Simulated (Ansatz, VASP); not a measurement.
**One calculation of Y3Zr2F, two programs**

```xyz
6
Lattice="6.8947 0.0000 0.0000 -3.4473 5.9710 0.0000 0.0000 0.0000 4.7472" Properties=species:S:1:pos:R:3 pbc="T T T"
Y    -1.7237    2.9855    2.3736
Y     3.4473    0.0000    2.3736
Y     1.7237    2.9855    2.3736
Zr    0.0000    3.9806    0.0000
Zr    3.4473    1.9903    0.0000
F     0.0000    0.0000    0.0000
```

Change from the starting cell: species swapped into the TbGa2Co3 type (P6/mmm, No. 191).

Alike in both runs: functional PBE; k mesh 6 × 6 × 4; occupations gaussian, width 0.1 eV; no spin polarisation.

Ansatz relaxed the structure, and its values are those at the end. VASP's run is a single point on that final structure, the one shown.

|  | VASP | Ansatz |
| --- | --- | --- |
| version | VASP 6.6.1 | Ansatz 0.2.0 |
| potentials or method | VASP PAW PBE potentials, release 64 (Y_sv, Zr_sv, F), cutoff 520 eV | scalar-relativistic, plane waves, PAW |
| valence electrons in the cell | 64 | 64 |

VASP gave:

| Item | Value |
| --- | --- |
| gap on the k mesh at the Fermi level (eV) | none |
| pressure (GPa) | 0.0 |

**Question.** Estimate Ansatz's values.

**Answer.** gap on the k mesh at the Fermi level (eV): none; pressure (GPa): 0.1.

A gap of «none» marks a metal or a gap that the smearing closes.
